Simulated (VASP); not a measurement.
# B (Fd-3m) in VASP: notebook

Runs on B. Level: r2SCAN. Tasks: single point.

All numbers are computed with VASP 6.6.1; they aren't measurements. Logs are shortened: lines on timing, memory, paths and dates and some standing lists are left out, and cuts for length are marked.

## Step 1: The cell of the first run

The structure is cubic, space group Fd-3m (No. 227). The conventional cell has a = 3.943 Å, b = 3.943 Å, c = 3.943 Å, α = 90.00°, β = 90.00°, γ = 90.00°. Within 2.3 Å of B (site symmetry -43m) lie 4 B at 1.71 Å.

## Step 2: Single point, r2SCAN (volume scaled by 0.92)

Input file POSCAR:

```
B
1.0
    0.0000000000      1.9716135969      1.9716135969
    1.9716135969      0.0000000000      1.9716135969
    1.9716135969      1.9716135969      0.0000000000
B
2
Direct
    0.1250000000      0.1250000000      0.1250000000
    0.8750000000      0.8750000000      0.8750000000
```

Input file INCAR.step1:

```
ALGO = Normal
EDIFF = 1E-4
ENCUT = 520
GGA = PE
ISMEAR = -1
LASPH = True
LCHARG = False
LREAL = False
LWAVE = True
NBANDS = 10
NELM = 60
PREC = Accurate
SIGMA = 0.1
```

Input file INCAR.step2:

```
ALGO = Normal
EDIFF = 1E-6
ENCUT = 520
ISIF = 2
ISMEAR = -1
ISTART = 1
LASPH = True
LCHARG = False
LMIXTAU = True
LREAL = False
LWAVE = False
METAGGA = R2SCAN
NBANDS = 10
NELM = 60
PREC = Accurate
SIGMA = 0.1
```

Input file KPOINTS:

```
k-points
0
Gamma
  15 15 15
```

Potentials or basis: VASP PAW PBE potentials, release 64 (B).

On the command line:

```console
$ cat potpaw_PBE.64/B/POTCAR > POTCAR
$ cp INCAR.step1 INCAR
$ mpirun -np 1 vasp_std > vasp.out
$ cp INCAR.step2 INCAR
$ mpirun -np 1 vasp_std > vasp.out
```

OUTCAR:

```text
EDIFF = 1E-6
   ENCUT = 520
   ISIF = 2
   ISMEAR = -1
   ISTART = 1
   LASPH = True
   LREAL = False
   METAGGA = R2SCAN
   NELM = 60
   PREC = Accurate

 ion  position               nearest neighbor table
   1  0.125  0.125  0.125-   2 1.71   2 1.71   2 1.71   2 1.71
   2  0.875  0.875  0.875-   1 1.71   1 1.71   1 1.71   1 1.71

  LATTYP: Found a face centered cubic cell.
 ALAT       =     3.9432271938

  Lattice vectors:

 A1 = (   0.0000000000,   1.9716135969,   1.9716135969)
 A2 = (   1.9716135969,   0.0000000000,   1.9716135969)
 A3 = (   1.9716135969,   1.9716135969,   0.0000000000)

Analysis of symmetry for initial positions (statically):
=====================================================================
 Subroutine PRICEL returns:
 Original cell was already a primitive cell.

 Routine SETGRP: Setting up the symmetry group for a
 face centered cubic supercell.

 Subroutine GETGRP returns: Found 48 space group operations
 (whereof 12 operations were pure point group operations)
 out of a pool of 48 trial point group operations.

The static configuration has the point symmetry D_3d.
 The point group associated with its full space group is O_h .

Analysis of symmetry for dynamics (positions and initial velocities):
=====================================================================
 Subroutine PRICEL returns:
 Original cell was already a primitive cell.

 Routine SETGRP: Setting up the symmetry group for a
 face centered cubic supercell.

 Subroutine GETGRP returns: Found 48 space group operations
 (whereof 12 operations were pure point group operations)
 out of a pool of 48 trial point group operations.

The dynamic configuration has the point symmetry D_3d.
 The point group associated with its full space group is O_h .

 Subroutine INISYM returns: Found 48 space group operations
 (whereof 12 operations are pure point group operations),
 and found     1 'primitive' translations

----------------------------------------------------------------------------------------

                                     Primitive cell

  volume of cell :      15.3284

  direct lattice vectors                    reciprocal lattice vectors
     0.000000000  1.971613597  1.971613597    -0.253599387  0.253599387  0.253599387
     1.971613597  0.000000000  1.971613597     0.253599387 -0.253599387  0.253599387
     1.971613597  1.971613597  0.000000000     0.253599387  0.253599387 -0.253599387

  length of vectors
     2.788282688  2.788282688  2.788282688     0.439247023  0.439247023  0.439247023

  position of ions in fractional coordinates (direct lattice)
     0.125000000  0.125000000  0.125000000
     0.875000000  0.875000000  0.875000000

  ion indices of the primitive-cell ions
   primitive index   ion index
                 1           1
                 2           2

----------------------------------------------------------------------------------------

 KPOINTS: k-points

Automatic generation of k-mesh.
 Grid dimensions read from file:
 generate k-points for:   15   15   15

 Generating k-lattice:

  Cartesian coordinates                     Fractional coordinates (reciprocal lattice)
    -0.016906626  0.016906626  0.016906626     0.066666667  0.000000000  0.000000000
     0.016906626 -0.016906626  0.016906626     0.000000000  0.066666667  0.000000000
     0.016906626  0.016906626 -0.016906626     0.000000000  0.000000000  0.066666667

  Length of vectors
     0.029283135  0.029283135  0.029283135

  Shift w.r.t. Gamma in fractional coordinates (k-lattice)
     0.000000000  0.000000000  0.000000000

 Subroutine IBZKPT returns following result:
 ===========================================

 Found    120 irreducible k-points:

 Following reciprocal coordinates:
            Coordinates               Weight
  0.000000  0.000000  0.000000      1.000000
  0.066667  0.000000  0.000000      8.000000
  0.133333  0.000000  0.000000      8.000000
  0.200000  0.000000  0.000000      8.000000
  0.266667  0.000000  0.000000      8.000000
  0.333333  0.000000  0.000000      8.000000
[... 16 lines left out ...]
  0.133333  0.133333  0.000000      6.000000
  0.200000  0.133333  0.000000     24.000000
 [... further k-points ...]
   k-points           NKPTS =    120   k-points in BZ     NKDIM =    120   number of bands    NBANDS=     10
   number of dos      NEDOS =    301   number of ions     NIONS =      2
   total plane-waves  NPLWV =  13824
   dimension x,y,z NGX =    24 NGY =   24 NGZ =   24
   dimension x,y,z NGXF=    48 NGYF=   48 NGZF=   48
   ions per type =               2
   NGX,Y,Z   is equivalent  to a cutoff of  14.31, 14.31, 14.31 a.u.
   NGXF,Y,Z  is equivalent  to a cutoff of  28.62, 28.62, 28.62 a.u.
 SYSTEM =  unknown system
   PREC   = accura    normal or accurate (medium, high low for compatibility)
   ISTART =      1    job   : 0-new  1-cont  2-samecut
   ICHARG =      0    charge: 1-file 2-atom 10-const
   ISPIN  =      1    spin polarized calculation?
   LNONCOLLINEAR =      F non collinear calculations
   LSORBIT =      F    spin-orbit coupling
   LASPH  =      T    aspherical Exc in radial PAW
   ENCUT  =  520.0 eV  38.22 Ry    6.18 a.u.   5.18  5.18  5.18*2*pi/ulx,y,z
   NELM   =     60;   NELMIN=  2; NELMDL=  0     # of ELM steps
   EDIFF  = 0.1E-05   stopping-criterion for ELM
   LREAL  =      F    real-space projection
[... 7 lines left out ...]
   TEBEG  =    0.0;   TEEND  =   0.0 temperature during run
   PSTRESS=    0.0 pullay stress
   NELECT =       6.0000    total number of electrons
   NUPDOWN=      -1.0000    fix difference up-down
   EMIN   =  10.00;   EMAX   =-10.00  energy-range for DOS
   EFERMI =   0.00;   METHOD = LEGACY
   ISMEAR =    -1;   SIGMA  =   0.10  broadening in eV -4-tet -1-fermi 0-gaus
   EFERMI_NEDOS =   21; number of points for ismear=-14 and -15
   IALGO  =     38    algorithm
   IMIX   =      4    mixing-type and parameters
     AMIX     =   0.40;   BMIX     =  1.00
     AMIX_MAG =   1.60;   BMIX_MAG =  1.00
  volume/ion in A,a.u.               =       7.66        51.72
  Fermi-wavevector in a.u.,A,eV,Ry     =   1.197549  2.263040 19.512450  1.434125
  Thomas-Fermi vector in A             =   2.333461
   LORBIT       =      0    0 simple, 1 ext, 2 COOP (PROOUT), +10 PAW based schemes
   METAGGA = R2SCAN    functional components
   LHFCALC =     F    Hartree Fock is set to
   AEXX    =    0.0000 exact exchange contribution
   IVDW    =     0    specifies the selected vdW correction
   LEPSILON=     F    determine dielectric tensor
   LRPA    =     F    only Hartree local field effects (RPA)
 non-spin polarized calculation
  energy-cutoff  :      520.00
  volume of cell :       15.33
 maximum number of plane-waves:       424
 NGX is ok and might be reduce to    24
   NGX = 11   NGY = 11   NGZ = 11

 number of electron       6.0000000 magnetization

 Free energy of the ion-electron system (eV)
  ---------------------------------------------------
  ext. energy  EPLUGINS =         0.00000000
  ---------------------------------------------------
  free energy    TOTEN  =       -12.64030466 eV

  energy without entropy =      -12.61433760  energy(sigma->0) =      -12.62732113

 E-fermi :   4.3668     XC(G=0): -12.2390

 val. band max:        4.3424794413   @ k =  -0.4000   0.2667   0.0667
 cond. band min:       4.4178381976   @ k =   0.2000   0.0000   0.0000
 fundamental gap:      0.0753587563
 Fermi energy:         4.3668255569

 k-point     1 :       0.0000    0.0000    0.0000
  band No.  band energies     occupation
      1      -9.9914      2.00000
      2       9.0110      0.00000
      3       9.0110      0.00000
      4       9.0110      0.00000
      5      13.4308      0.00000
      6      13.4308      0.00000
      7      13.4308      0.00000
      8      23.6375      0.00000
      9      25.7495      0.00000
     10      29.2046      0.00000

 k-point     2 :       0.0667    0.0000    0.0000
  band No.  band energies     occupation
      1      -9.8842      2.00000
      2       8.1824      0.00000
      3       8.7836      0.00000
      4       8.7836      0.00000
      5      13.7273      0.00000
      6      13.7273      0.00000
      7      14.0279      0.00000
      8      23.5653      0.00000
      9      25.9388      0.00000
     10      27.8718      0.00000

 k-point     3 :       0.1333    0.0000    0.0000
  band No.  band energies     occupation
      1      -9.5628      2.00000
      2       6.4320      0.00000
      3       8.2637      0.00000
      4       8.2637      0.00000
      5      14.4097      0.00000
      6      14.4097      0.00000
      7      15.1125      0.00000
      8      23.3667      0.00000
      9      26.4006      0.00000
     10      26.5505      0.00000

 k-point     4 :       0.2000    0.0000    0.0000
  band No.  band energies     occupation
      1      -9.0289      2.00000
      2       4.4178      0.75033
      3       7.6825      0.00000
      4       7.6825      0.00000
      5      15.1193      0.00000
      6      15.1193      0.00000
      7      16.1071      0.00000
      8      23.0791      0.00000
      9      25.8920      0.00000
     10      25.8920      0.00000
[... 222 lines left out ...]
 k-point    22 :      -0.0667    0.0667    0.0000
  band No.  band energies     occupation
      1      -9.7056      2.00000
      2       7.4977      0.00000
      3       7.7369      0.00000
      4       8.8256      0.00000
      5      13.7454      0.00000
      6      14.4959      0.00000
      7      14.7694      0.00000
      8      23.3140      0.00000
      9      26.2184      0.00000
     10      26.2234      0.00000

 k-point    23 :       0.1333    0.1333    0.0000
  band No.  band energies     occupation
      1      -9.4201      2.00000
      2       7.0440      0.00000
      3       7.0440      0.00000
      4       7.8297      0.00000
      5      13.0467      0.00000
      6      15.9980      0.00000
      7      15.9980      0.00000
      8      21.3358      0.00000
      9      26.4362      0.00000
     10      26.7253      0.00000

 k-point    24 :       0.2000    0.1333    0.0000
  band No.  band energies     occupation
      1      -9.0286      2.00000
      2       5.7013      0.00000
      3       6.4145      0.00000
      4       7.4626      0.00000
      5      13.1957      0.00000
      6      16.9162      0.00000
      7      16.9663      0.00000
      8      20.1798      0.00000
      9      26.7664      0.00000
     10      27.2180      0.00000

 [... further k-points ...]

------------------------ aborting loop because EDIFF is reached ----------------------------------------

  FORCE on cell =-STRESS in cart. coord.  units (eV):
  Direction    XX          YY          ZZ          XY          YZ          ZX
  --------------------------------------------------------------------------------------
  -------------------------------------------------------------------------------------
  Total        1.6572262      1.6572262      1.6572262      0.0000000      0.0000000      0.0000000
  in kB      173.2195743    173.2195743    173.2195743      0.0000000      0.0000000      0.0000000
  external PRESSURE =     173.2195743 kB  Pullay stress =       0.0000000 kB

 VOLUME and BASIS-vectors are now :
 -----------------------------------------------------------------------------
  energy-cutoff  :      520.00
  volume of cell :       15.33
      direct lattice vectors                 reciprocal lattice vectors
     0.000000000  1.971613597  1.971613597    -0.253599387  0.253599387  0.253599387
     1.971613597  0.000000000  1.971613597     0.253599387 -0.253599387  0.253599387
     1.971613597  1.971613597  0.000000000     0.253599387  0.253599387 -0.253599387

 POSITION                                       TOTAL-FORCE (eV/Angst)
 -----------------------------------------------------------------------------------
      0.49290      0.49290      0.49290         0.000000      0.000000      0.000000
      3.45032      3.45032      3.45032        -0.000000     -0.000000     -0.000000
 -----------------------------------------------------------------------------------
    total drift:                                0.000000      0.000000      0.000000

  FREE ENERGIE OF THE ION-ELECTRON SYSTEM (eV)
  ---------------------------------------------------
  free  energy   TOTEN  =       -12.6403046603 eV

  energy  without entropy=      -12.6143376044  energy(sigma->0) =      -12.62732113
```

Run time: 31 s. Hardware: 1 thread of Intel Xeon 6975P-C (Granite Rapids), shared host; peak memory 0.14 GiB.

Results:

| Property | Result |
| --- | --- |
| Free energy | -12.6403 eV |
| Pressure | 17.3 GPa |
| Band gap on the k mesh | zero (band 3 reaches 9.01 eV, above the bottom of band 4 at 1.33 eV) |

Caveat: the PAW data sets were made with another functional, which shifts forces and pressure a little.

## Step 3: Single point, r2SCAN (volume scaled by 0.96)

Input file POSCAR:

```
B
1.0
    0.0000000000      1.9997833114      1.9997833114
    1.9997833114      0.0000000000      1.9997833114
    1.9997833114      1.9997833114      0.0000000000
B
2
Direct
    0.1250000000      0.1250000000      0.1250000000
    0.8750000000      0.8750000000      0.8750000000
```

Input file INCAR.step1:

```
PREC = Accurate ; ENCUT = 520
ISMEAR = -1 ; SIGMA = 0.1
LREAL = False ; LASPH = True
NELM = 60 ; NBANDS = 10
GGA = PE ; ALGO = Normal
EDIFF = 1E-4 ; LWAVE = True
LCHARG = False
```

Input file INCAR.step2:

```
PREC = Accurate ; ENCUT = 520
EDIFF = 1E-7 ; ISMEAR = -1
SIGMA = 0.1 ; LREAL = False
LASPH = True ; NELM = 60
ALGO = Normal ; ISIF = 2
LWAVE = False ; LCHARG = False
METAGGA = R2SCAN ; LMIXTAU = True
NBANDS = 10 ; ISTART = 1
```

Input file KPOINTS:

```
regular mesh
0
Gamma
  15 15 15
```

Potentials or basis: VASP PAW PBE potentials, release 64 (B).

On the command line:

```console
$ cat potpaw_PBE.64/B/POTCAR > POTCAR
$ cp INCAR.step1 INCAR
$ mpirun -np 1 vasp_std > vasp.out
$ cp INCAR.step2 INCAR
$ mpirun -np 1 vasp_std > vasp.out
```

OUTCAR:

```text
PREC = Accurate
   ENCUT = 520
   EDIFF = 1E-7
   ISMEAR = -1
   LREAL = False
   LASPH = True
   NELM = 60
   ISIF = 2
   METAGGA = R2SCAN
   ISTART = 1

 ion  position               nearest neighbor table
   1  0.125  0.125  0.125-   2 1.73   2 1.73   2 1.73   2 1.73
   2  0.875  0.875  0.875-   1 1.73   1 1.73   1 1.73   1 1.73

  LATTYP: Found a face centered cubic cell.
 ALAT       =     3.9995666228

  Lattice vectors:

[... 497 lines left out ...]
     10      26.2041      0.00000

 [... further k-points ...]

------------------------ aborting loop because EDIFF is reached ----------------------------------------

  FORCE on cell =-STRESS in cart. coord.  units (eV):
  Direction    XX          YY          ZZ          XY          YZ          ZX
  --------------------------------------------------------------------------------------
  -------------------------------------------------------------------------------------
  Total        0.7830737      0.7830737      0.7830737      0.0000000      0.0000000      0.0000000
  in kB       78.4394230     78.4394230     78.4394230      0.0000000      0.0000000      0.0000000
  external PRESSURE =      78.4394230 kB  Pullay stress =       0.0000000 kB

 VOLUME and BASIS-vectors are now :
 -----------------------------------------------------------------------------
  energy-cutoff  :      520.00
  volume of cell :       15.99
      direct lattice vectors                 reciprocal lattice vectors
     0.000000000  1.999783311  1.999783311    -0.250027089  0.250027089  0.250027089
     1.999783311  0.000000000  1.999783311     0.250027089 -0.250027089  0.250027089
     1.999783311  1.999783311  0.000000000     0.250027089  0.250027089 -0.250027089

 POSITION                                       TOTAL-FORCE (eV/Angst)
 -----------------------------------------------------------------------------------
      0.49995      0.49995      0.49995         0.000000      0.000000      0.000000
      3.49962      3.49962      3.49962        -0.000000     -0.000000     -0.000000
 -----------------------------------------------------------------------------------
    total drift:                                0.000000      0.000000      0.000000

  FREE ENERGIE OF THE ION-ELECTRON SYSTEM (eV)
  ---------------------------------------------------
  free  energy   TOTEN  =       -12.6925668643 eV

  energy  without entropy=      -12.6653529062  energy(sigma->0) =      -12.67895989
```

OUTCAR.step1:

```text
PREC = Accurate
   ENCUT = 520
   ISMEAR = -1
   LREAL = False
   LASPH = True
[... 535 lines left out ...]
      0.49995      0.49995      0.49995        -0.000000     -0.000000     -0.000000
      3.49962      3.49962      3.49962         0.000000      0.000000      0.000000
 -----------------------------------------------------------------------------------
    total drift:                                0.000000      0.000000      0.000000

  FREE ENERGIE OF THE ION-ELECTRON SYSTEM (eV)
  ---------------------------------------------------
  free  energy   TOTEN  =       -11.5147611903 eV

  energy  without entropy=      -11.4861156257  energy(sigma->0) =      -11.50043841
```

OSZICAR.step1:

```text
N       E                     dE             d eps       ncg     rms          rms(c)
DAV:   1    -0.126404531119E+01   -0.12640E+01   -0.27785E+03  2456   0.521E+02
DAV:   2    -0.115667056148E+02   -0.10303E+02   -0.98119E+01  3308   0.834E+01
DAV:   3    -0.117342325245E+02   -0.16753E+00   -0.16400E+00  2942   0.789E+00
DAV:   4    -0.117344075541E+02   -0.17503E-03   -0.17499E-03  2738   0.260E-01
DAV:   5    -0.117344076314E+02   -0.77304E-07   -0.77123E-07  2750   0.575E-03    0.309E+00
DAV:   6    -0.115762385517E+02    0.15817E+00   -0.71150E-02  2616   0.162E+00    0.185E+00
DAV:   7    -0.115142307052E+02    0.62008E-01   -0.10093E-01  2818   0.192E+00    0.258E-01
DAV:   8    -0.115147516706E+02   -0.52097E-03   -0.19860E-03  2584   0.353E-01    0.287E-02
DAV:   9    -0.115147611903E+02   -0.95197E-05   -0.36513E-05  1948   0.414E-02
   1 F= -.11514761E+02 E0= -.11500438E+02  d E =-.286456E-01
```

Wall time 31 s (1 thread of Intel Xeon 6975P-C (Granite Rapids), shared host); peak memory 0.14 GiB.

Results:

- Free energy: -12.6926 eV
- Pressure: 7.8 GPa
- Band gap on the k mesh: zero (band 3 reaches 8.51 eV, above the bottom of band 4 at 1.14 eV)

Caveat: the PAW data sets were made with another functional, which shifts forces and pressure a little.
